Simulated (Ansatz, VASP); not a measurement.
# AlN: VASP beside Ansatz

```
CELL_PARAMETERS angstrom
-1.65675 2.86957 0.00000
0.00000 0.00000 4.18746
4.97025 2.86957 0.00000
ATOMIC_POSITIONS crystal
Al 0.58488 0.75000 0.16961
Al 0.00000 0.75000 0.66667
Al 0.00000 0.25000 0.33333
Al 0.50000 0.25000 0.83333
N 0.50000 0.25000 0.16667
N 0.00000 0.25000 0.66667
N 0.00000 0.75000 0.33333
N 0.50000 0.75000 0.83333
```

Alike in both runs: task single point; functional PBE; k mesh 8 × 6 × 4; occupations gaussian, width 0.05 eV; no spin polarisation.

```csv
,VASP,Ansatz
version,VASP 6.6.1,Ansatz 0.2.0
potentials or method,"VASP PAW PBE potentials, release 64 (Al, N), cutoff 520 eV","scalar-relativistic, plane waves, PAW"
valence electrons in the cell,32,32
```

|  | VASP | Ansatz | Ansatz less VASP |
| --- | --- | --- | --- |
| gap on the k mesh at the Fermi level (eV) | 3.20 | 3.19 | -0.010 |
| least direct gap on the mesh (eV) | 3.20 | 3.19 | -0.010 |
| pressure (GPa) | 3.4 | 3.5 | +0.16 |
| traceless stress, the component that is largest in VASP (GPa) | 9.51 | 9.53 | +0.020 |
| rms of the force components (eV/Å) | 1.655 | 1.650 | -0.0047 |

Atom by atom the forces differ by 0.005 eV/Å (rms over components). With one functional, cell and mesh, what is left measures potentials, basis and numerics.
